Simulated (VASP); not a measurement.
A run of VASP 6.6.1:

INCAR

```
ALGO = Normal ; EDIFF = 1E-7
ENCUT = 520 ; GGA = PE
ISIF = 2 ; ISMEAR = -1
LASPH = T ; LCHARG = F
LREAL = F ; LWAVE = F
NBANDS = 16 ; NELM = 80
PREC = Accurate ; SIGMA = 0.08
```

KPOINTS

```
k-points
0
Gamma
  10 10 10
```

POSCAR

```
HgTe
1.0
    0.0000000000      2.9215000000      2.8630700000
    2.9215000000      0.0000000000      2.8630700000
    2.9215000000      2.9215000000      0.0000000000
Hg Te
1 1
Direct
    0.0000000000      0.0000000000      0.0000000000
    0.5000000000      0.5000000000      0.5000000000
```

Potentials or basis: VASP PAW PBE potentials, release 64 (Hg, Te).

Run with:

```sh
$ cat potpaw_PBE.64/Hg/POTCAR potpaw_PBE.64/Te/POTCAR > POTCAR
$ mpirun -np 1 vasp_std > vasp.out
```

Hardware: 1 thread of Intel(R) Xeon(R) 6975P-C (Granite Rapids), on a shared host.

Estimate the wall time of this run.

Wall time 38 s on 1 thread of Intel(R) Xeon(R) 6975P-C (Granite Rapids), on a shared host, peak memory 0.23 GiB. Counts: scf iterations 13, k points 102.
